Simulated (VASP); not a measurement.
# H8C3 in VASP: further runs

Runs on H8C3. Level: PBE+D3(BJ). Tasks: single point.

All numbers are computed with VASP 6.6.1; they aren't measurements. Logs are shortened: lines on timing, memory, paths and dates and some standing lists are left out, and cuts for length are marked.

### Step 1. The cell of the first run

The cell holds a disordered packing, 33 atoms: a = 8.269 Å, b = 8.269 Å, c = 8.269 Å, α = 90.00°, β = 90.00°, γ = 90.00°.

### Step 2. Single point, PBE+D3(BJ)

INCAR

```
PREC = Accurate
ENCUT = 520
EDIFF = 1E-6
ISMEAR = -1
SIGMA = 0.02
LREAL = Auto
LASPH = True
NELM = 60
ALGO = Normal
ISIF = 2
LWAVE = False
LCHARG = True
GGA = PE
IVDW = 12
LELF = True
LVHAR = True
NBANDS = 52
```

KPOINTS

```
regular mesh
0
Gamma
  1 1 1
```

POSCAR

```
H8C3
1.0
    8.2694670000      0.0000000000      0.0000000000
    0.0000000000      8.2694670000      0.0000000000
    0.0000000000      0.0000000000      8.2694670000
C H
9 24
Direct
    0.6693418088      0.4011383079      0.4805992938
    0.6018646667      0.2501249476      0.4816150787
    0.5112058613      0.3421139476     -0.0434973620
    0.5041800155      0.4523024277      0.0711412235
    0.0666185620      0.1242643571      0.3493090909
    0.1655124810      0.0043049933      0.3822253599
    0.7650190756      0.7958312186      0.0828832136
    0.0371728916      0.5992889264      0.7928443272
    0.1145176588      0.4982062326      0.2533536926
    0.7398663058      0.4388553700      0.3679197220
    0.6277550899      0.4892939291      0.5706050946
    0.6221682728      0.1509528970      0.3826365109
    0.5167443077      0.1968567019      0.5781267402
    0.5689967685      0.3574837411     -0.1581359476
    0.4688331183      0.2200262726     -0.0370035941
    0.5658647649      0.5672796082      0.0678278298
    0.4375251754      0.4454216940      0.1812208695
   -0.0013906579      0.1419317593      0.2356983830
    0.0269303935      0.2092275113      0.4557609336
    0.1971832042     -0.0839231839      0.2928362856
    0.2086107847      0.0046435883      0.5063929755
    0.6481554373      0.8716039377      0.0652279040
    0.8610349373      0.8455200317      0.1522468135
    0.8138251232      0.7459247374     -0.0250439357
    0.7394672474      0.6924751015      0.1580996695
   -0.0091662498      0.7263708773      0.7962665550
   -0.0320335035      0.5010721973      0.8651343551
    0.1694184160      0.6073184644      0.7949121751
    0.0271238763      0.5536874384      0.6592807009
    0.0428806355      0.4043186822      0.3003216531
    0.1338538506      0.4729204434      0.1269973022
    0.2333644962      0.5110123784      0.3181462602
    0.0552030742      0.6150819636      0.2805864030
```

Potentials or basis: VASP PAW PBE potentials, release 64 (C, H).

Run with:

```sh
$ cat potpaw_PBE.64/C/POTCAR potpaw_PBE.64/H/POTCAR > POTCAR
$ mpirun -np 1 vasp_gam > vasp.out
```

OUTCAR:

```text
PREC = Accurate
   ENCUT = 520
   EDIFF = 1E-6
   ISMEAR = -1
   LREAL = Auto
   LASPH = True
   NELM = 60
   ISIF = 2
   GGA = PE
   IVDW = 12
 IVDW          = 12

 ion  position               nearest neighbor table
   1  0.669  0.401  0.481-  11 1.10  10 1.14   2 1.37
   2  0.602  0.250  0.482-  13 1.15  12 1.17   1 1.37
   3  0.511  0.342  0.957-  14 1.07  15 1.07   4 1.32
   4  0.504  0.452  0.071-  17 1.07  16 1.08   3 1.32
   5  0.067  0.124  0.349-  18 1.10  19 1.17   6 1.31
   6  0.166  0.004  0.382-  20 1.07  21 1.09   5 1.31
   7  0.765  0.796  0.083-  23 1.06  24 1.06  25 1.08  22 1.16
   8  0.037  0.599  0.793-  28 1.10  26 1.12  27 1.16  29 1.17
   9  0.115  0.498  0.253-  30 1.05  31 1.08  33 1.11  32 1.12
  10  0.740  0.439  0.368-   1 1.14
  11  0.628  0.489  0.571-   1 1.10
  12  0.622  0.151  0.383-   2 1.17
  13  0.517  0.197  0.578-   2 1.15
  14  0.569  0.357  0.842-   3 1.07
  15  0.469  0.220  0.963-   3 1.07
[... 16 lines left out ...]
  32  0.233  0.511  0.318-   9 1.12
  33  0.055  0.615  0.281-   9 1.11

  LATTYP: Found a simple cubic cell.
 ALAT       =     8.2694670000

  Lattice vectors:

 A1 = (   8.2694670000,   0.0000000000,   0.0000000000)
 A2 = (   0.0000000000,   8.2694670000,   0.0000000000)
 A3 = (   0.0000000000,   0.0000000000,   8.2694670000)

Analysis of symmetry for initial positions (statically):
=====================================================================
 Subroutine PRICEL returns:
 Original cell was already a primitive cell.

 Routine SETGRP: Setting up the symmetry group for a
 simple cubic supercell.

 Subroutine GETGRP returns: Found  1 space group operations
 (whereof  1 operations were pure point group operations)
 out of a pool of 48 trial point group operations.

The static configuration has the point symmetry C_1 .

Analysis of symmetry for dynamics (positions and initial velocities):
=====================================================================
 Subroutine PRICEL returns:
 Original cell was already a primitive cell.

 Routine SETGRP: Setting up the symmetry group for a
 simple cubic supercell.

 Subroutine GETGRP returns: Found  1 space group operations
 (whereof  1 operations were pure point group operations)
 out of a pool of 48 trial point group operations.

The dynamic configuration has the point symmetry C_1 .

 Subroutine INISYM returns: Found  1 space group operations
 (whereof  1 operations are pure point group operations),
 and found     1 'primitive' translations

----------------------------------------------------------------------------------------

                                     Primitive cell

  volume of cell :     565.4999

  direct lattice vectors                    reciprocal lattice vectors
     8.269467000  0.000000000  0.000000000     0.120926778  0.000000000  0.000000000
     0.000000000  8.269467000  0.000000000     0.000000000  0.120926778  0.000000000
     0.000000000  0.000000000  8.269467000     0.000000000  0.000000000  0.120926778

  length of vectors
     8.269467000  8.269467000  8.269467000     0.120926778  0.120926778  0.120926778

  position of ions in fractional coordinates (direct lattice)
     0.669341809  0.401138308  0.480599294
     0.601864667  0.250124948  0.481615079
     0.511205861  0.342113948  0.956502638
     0.504180015  0.452302428  0.071141223
     0.066618562  0.124264357  0.349309091
     0.165512481  0.004304993  0.382225360
[... 25 lines left out ...]
     0.233364496  0.511012378  0.318146260
     0.055203074  0.615081964  0.280586403

  ion indices of the primitive-cell ions
   primitive index   ion index
                 1           1
                 2           2
                 3           3
                 4           4
                 5           5
                 6           6
[... 25 lines left out ...]
                32          32
                33          33

----------------------------------------------------------------------------------------

 KPOINTS: regular mesh

Automatic generation of k-mesh.
 Grid dimensions read from file:
 generate k-points for:    1    1    1

 Generating k-lattice:

  Cartesian coordinates                     Fractional coordinates (reciprocal lattice)
     0.120926778  0.000000000  0.000000000     1.000000000  0.000000000  0.000000000
     0.000000000  0.120926778  0.000000000     0.000000000  1.000000000  0.000000000
     0.000000000  0.000000000  0.120926778     0.000000000  0.000000000  1.000000000

  Length of vectors
     0.120926778  0.120926778  0.120926778

  Shift w.r.t. Gamma in fractional coordinates (k-lattice)
     0.000000000  0.000000000  0.000000000

 Subroutine IBZKPT returns following result:
 ===========================================

 Found      1 irreducible k-points:

 Following reciprocal coordinates:
            Coordinates               Weight
  0.000000  0.000000  0.000000      1.000000
   k-points           NKPTS =      1   k-points in BZ     NKDIM =      1   number of bands    NBANDS=     52
   number of dos      NEDOS =    301   number of ions     NIONS =     33
   total plane-waves  NPLWV = 262144
   dimension x,y,z NGX =    64 NGY =   64 NGZ =   64
   dimension x,y,z NGXF=   128 NGYF=  128 NGZF=  128
   ions per type =               9  24
   NGX,Y,Z   is equivalent  to a cutoff of  12.87, 12.87, 12.87 a.u.
   NGXF,Y,Z  is equivalent  to a cutoff of  25.73, 25.73, 25.73 a.u.
 SYSTEM =  unknown system
   PREC   = accura    normal or accurate (medium, high low for compatibility)
   ISTART =      0    job   : 0-new  1-cont  2-samecut
   ICHARG =      2    charge: 1-file 2-atom 10-const
   ISPIN  =      1    spin polarized calculation?
   LNONCOLLINEAR =      F non collinear calculations
   LSORBIT =      F    spin-orbit coupling
   LASPH  =      T    aspherical Exc in radial PAW
   ENCUT  =  520.0 eV  38.22 Ry    6.18 a.u.  15.38 15.38 15.38*2*pi/ulx,y,z
   NELM   =     60;   NELMIN=  2; NELMDL= -5     # of ELM steps
   EDIFF  = 0.1E-05   stopping-criterion for ELM
   LREAL  =      T    real-space projection
   EDIFFG = 0.1E-04   stopping-criterion for IOM
   NSW    =      0    number of steps for IOM
   IBRION =     -1    ionic relax: 0-MD 1-quasi-New 2-CG
   NFREE  =      0    steps in history (QN), initial steepest desc. (CG)
   ISIF   =      2    stress and relaxation
   ISYM   =      2    0-nonsym 1-usesym 2-fastsym
   POTIM  = 0.5000    time-step for ionic-motion
   TEBEG  =    0.0;   TEEND  =   0.0 temperature during run
   PSTRESS=    0.0 pullay stress
   NELECT =      60.0000    total number of electrons
   NUPDOWN=      -1.0000    fix difference up-down
   EMIN   =  10.00;   EMAX   =-10.00  energy-range for DOS
   EFERMI =   0.00;   METHOD = LEGACY
   ISMEAR =    -1;   SIGMA  =   0.02  broadening in eV -4-tet -1-fermi 0-gaus
   EFERMI_NEDOS =   21; number of points for ismear=-14 and -15
   IALGO  =     38    algorithm
   IMIX   =      4    mixing-type and parameters
     AMIX     =   0.40;   BMIX     =  1.00
     AMIX_MAG =   1.60;   BMIX_MAG =  1.00
  volume/ion in A,a.u.               =      17.14       115.64
  Fermi-wavevector in a.u.,A,eV,Ry     =   0.775023  1.464580  8.172477  0.600660
  Thomas-Fermi vector in A             =   1.877202
   LORBIT       =      0    0 simple, 1 ext, 2 COOP (PROOUT), +10 PAW based schemes
   GGA     = PE    functional components
   LHFCALC =     F    Hartree Fock is set to
   AEXX    =    0.0000 exact exchange contribution
   IVDW    =    12    specifies the selected vdW correction
   LEPSILON=     F    determine dielectric tensor
   LRPA    =     F    only Hartree local field effects (RPA)
 non-spin polarized calculation
  energy-cutoff  :      520.00
  volume of cell :      565.50
 maximum number of plane-waves:      7638
 NGX is ok and might be reduce to    64
   NGX = 31   NGY = 31   NGZ = 31

 number of electron      60.0000002 magnetization

 Free energy of the ion-electron system (eV)
  ---------------------------------------------------
  ext. energy  EPLUGINS =         0.00000000
  ---------------------------------------------------
  free energy    TOTEN  =      -166.48271752 eV

  energy without entropy =     -166.48271752  energy(sigma->0) =     -166.48271752

 E-fermi :  -4.2149     XC(G=0):  -4.8269

 val. band max:       -4.7667892182   @ k =   0.0000   0.0000   0.0000
 cond. band min:       0.3570032568   @ k =   0.0000   0.0000   0.0000
 fundamental gap:      5.1237924749
 Fermi energy:        -4.2148887238

 k-point     1 :       0.0000    0.0000    0.0000
  band No.  band energies     occupation
      1     -17.1494      2.00000
      2     -16.9971      2.00000
      3     -16.7574      2.00000
      4     -15.4695      2.00000
      5     -15.2138      2.00000
      6     -14.9739      2.00000
[... 34 lines left out ...]
     41       3.2185      0.00000
     42       3.4137      0.00000
 [bands above 42 left out]

------------------------ aborting loop because EDIFF is reached ----------------------------------------

 Edisp (eV)   -0.83216

 E8    (eV) :    -0.1840

  FORCE on cell =-STRESS in cart. coord.  units (eV):
  Direction    XX          YY          ZZ          XY          YZ          ZX
  --------------------------------------------------------------------------------------
  -------------------------------------------------------------------------------------
  Total      -1.91622    -2.60168    -2.94318     0.24897    -3.00725     0.76531
  in kB      -5.42904    -7.37110    -8.33862     0.70539    -8.52016     2.16829
  external pressure =       -7.05 kB  Pullay stress =        0.00 kB

 VOLUME and BASIS-vectors are now :
 -----------------------------------------------------------------------------
  energy-cutoff  :      520.00
  volume of cell :      565.50
      direct lattice vectors                 reciprocal lattice vectors
     8.269467000  0.000000000  0.000000000     0.120926778  0.000000000  0.000000000
     0.000000000  8.269467000  0.000000000     0.000000000  0.120926778  0.000000000
     0.000000000  0.000000000  8.269467000     0.000000000  0.000000000  0.120926778

 POSITION                                       TOTAL-FORCE (eV/Angst)
 -----------------------------------------------------------------------------------
      5.53510      3.31720      3.97430        -0.917513     -1.486475     -1.342663
      4.97710      2.06840      3.98270        -0.084798     -1.106436     -0.320604
      4.22740      2.82910      7.90977         0.231451     -0.483811     -0.413735
      4.16930      3.74030      0.58830         0.151569      0.754373      0.264260
      0.55090      1.02760      2.88860        -2.102686      1.761582      1.243973
      1.36870      0.03560      3.16080         0.102736      0.276448      0.552878
[... 25 lines left out ...]
      1.92980      4.22580      2.63090        -0.672305     -0.557156     -0.367105
      0.45650      5.08640      2.32030        -0.110258     -0.245458     -0.589655
 -----------------------------------------------------------------------------------
    total drift:                               -0.008462      0.015587     -0.007469

  FREE ENERGIE OF THE ION-ELECTRON SYSTEM (eV)
  ---------------------------------------------------
  free  energy   TOTEN  =      -167.3148771132 eV

  energy  without entropy=     -167.3148771132  energy(sigma->0) =     -167.31487711
```

It took 41 s on 1 thread of Intel Xeon 6975P-C (Granite Rapids), shared host; peak memory 0.52 GiB.

Results:

```
Free energy                : -167.3149 eV
Pressure                   : -0.7 GPa
Largest force              : 3.012 eV/Å
Band gap on the k mesh     : 5.12 eV
Dispersion energy per atom : -0.025 eV
```

Forces in eV/Å, atoms in the order of the input:
```
C   -0.918 -1.486 -1.343
C   -0.085 -1.106 -0.321
C    0.231 -0.484 -0.414
C    0.152  0.754  0.264
C   -2.103  1.762  1.244
C    0.103  0.276  0.553
C   -1.944  0.303  0.379
C   -0.719 -1.073 -2.412
C    1.226  1.836  0.701
H   -0.556 -0.193  1.470
H    0.498  0.014 -0.131
H    0.042  1.695  1.198
H    1.023  1.098 -0.842
H    0.729  0.596 -0.593
H   -0.846 -0.603  0.531
H    0.107  0.330 -0.692
H   -0.399 -0.804  0.745
H    0.443 -0.081  0.227
H    0.618 -1.102 -1.674
H    0.399 -0.605 -0.218
H    0.492 -0.618 -0.032
H    1.778 -0.770  0.259
H    0.734  1.406  0.341
H    0.160 -0.075 -1.126
H   -0.662 -0.634  0.320
H   -0.102 -0.914  0.188
H    1.235  1.588 -0.438
H    0.067 -0.369  1.071
H   -0.411  0.720  1.444
H   -0.628 -0.988  0.820
H    0.122  0.329 -0.563
H   -0.672 -0.557 -0.367
H   -0.110 -0.245 -0.590
```

Caveat: the k points lie up to 0.76 Å⁻¹ apart.

[end of part 1 of 2]
